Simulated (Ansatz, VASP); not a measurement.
# Sc in VASP and in Ansatz

File INCAR:

```
SYSTEM = Sc
  ALGO = Normal
  EDIFF = 1E-6
  ENCUT = 520
  GGA = PE
  ISIF = 2
  ISMEAR = -1
  LASPH = .TRUE.
  LCHARG = .TRUE.
  LELF = .TRUE.
  LREAL = .FALSE.
  LVHAR = .TRUE.
  LWAVE = .FALSE.
  NBANDS = 24
  NELM = 100
  PREC = Accurate
  SIGMA = 0.1
```

The input KPOINTS:

```
k-points
0
G
  8 8 11
  0 0 0
```

Contents of POSCAR:

```
Sc
1.0
    5.2732013318      0.0000000000      0.0000000000
   -2.6366006659      4.5667263126      0.0000000000
    0.0000000000      0.0000000000      3.3030049738
Sc
3
Direct
    1.0000000000      1.0000000000      0.0000000000
    0.3333333333      0.6666666667      0.5000000000
    0.6666666667      0.3333333333      0.5000000000
```

Input for Ansatz:

```yaml
crystal:
  lattice:
    - [5.2732013318, 0.0, 0.0]
    - [-2.6366006659, 4.5667263126, 0.0]
    - [0.0, 0.0, 3.3030049738]
  atoms:
    - { symbol: Sc, position: [1.0, 1.0, 0.0] }
    - { symbol: Sc, position: [0.3333333333, 0.6666666667, 0.5] }
    - { symbol: Sc, position: [0.6666666667, 0.3333333333, 0.5] }
hamiltonian:
  xc: pbe
  pseudopotentials:
    kind: paw
    azcp:
      Sc: "pseudopotentials/Sc.paw.azcp"
basis:
  ecutwfc: 420
  fft_grid_basis: typed
kpoints:
  mp_grid: { grid: [8, 8, 11], shift: [0, 0, 0] }
magnetization:
  spin_polarized: false
scf:
  occupations: { method: fermi_dirac, width: 0.1 }
  lower_state_search: "off"
output:
  stress: true
```

Alike in both runs: task single point; functional PBE; k mesh 8 × 8 × 11; occupations fermi-dirac, width 0.1 eV; no spin polarisation.

```csv
,VASP,Ansatz
version,VASP 6.6.1,Ansatz 0.2.0
potentials or method,"VASP PAW PBE potentials, release 64 (Sc_sv), cutoff 520 eV","plane waves (420 eV) with PAW, scalar-relativistic"
valence electrons in the cell,33,33
```

Ansatz gave:

```
pressure (GPa)                                                : -3.6
traceless stress, the component that is largest in VASP (GPa) : -0.12
```

Problem. Which values does VASP return?

Solution. Pressure (GPa): -3.5; traceless stress, the component that is largest in VASP (GPa): -0.12.
